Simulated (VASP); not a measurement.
# Be2CdO3: single point with PBE

Be2CdO3:

```xyz
12
Lattice="4.5534 -2.5973 0.0000 4.5534 2.5973 0.0000 0.0000 0.0000 4.7295" Properties=species:S:1:pos:R:3 pbc="T T T"
Be    2.9158   -0.8027   -0.0167
Be    2.9158    0.8027    2.3480
Be    6.1910    0.8027    2.3480
Be    6.1910   -0.8027   -0.0167
Cd    4.5534    1.6146    0.0627
Cd    4.5534   -1.6146    2.4274
O     2.6346    0.6758    0.6968
O     6.4723    0.6758    0.6968
O     4.5534   -1.2818    0.1867
O     2.6346   -0.6758    3.0615
O     6.4723   -0.6758    3.0615
O     4.5534    1.2818    2.5515
```

- Program: VASP 6.6.1
- Task: single point
- Functional: PBE
- Potentials or basis: VASP PAW PBE potentials, release 64 (Be, Cd, O)
- Cutoff: 520 eV
- k mesh: 3 × 3 × 3
- Occupations: gaussian, width 0.15 eV
- Spin: no spin polarisation
- Dipole correction: no
- Further INCAR settings: ALGO = Normal; EDIFF = 1e-06; NBANDS = 46

| Item | Value |
| --- | --- |
| Pressure | 0.5 GPa |
| Largest force | 0.082 eV/Å |
| Band gap on the k mesh | 2.17 eV (least direct gap 2.44 eV) |

Forces in eV/Å, atoms in the order of the input:
```
Be   0.000 -0.005  0.001
Be   0.000  0.005  0.001
Be   0.000  0.005  0.001
Be   0.000 -0.005  0.001
Cd   0.000  0.042 -0.026
Cd   0.000 -0.042 -0.026
O   -0.074 -0.029  0.019
O    0.074 -0.029  0.019
O    0.000  0.038 -0.016
O   -0.074  0.029  0.019
O    0.074  0.029  0.019
O    0.000 -0.038 -0.016
```

Stress tensor (GPa, compression positive):
```
0.55 0.00 0.00
0.00 0.31 0.00
0.00 0.00 0.56
```

Levels at points of the mesh, in eV from the valence-band top:
```csv
k point,band 31,band 32,band 33,band 34,band 35,band 36,band 37,band 38
"(0.00, 0.00, 0.00)",-0.69,-0.34,-0.33,-0.27,2.17,5.75,9.11,9.33
```

It took 40 s on 1 thread of Intel(R) Xeon(R) Platinum 8488C (Sapphire Rapids), on a shared host, peak memory 0.23 GiB.

Caveat: the k points lie up to 0.46 Å⁻¹ apart. A k mesh can miss the band edges.
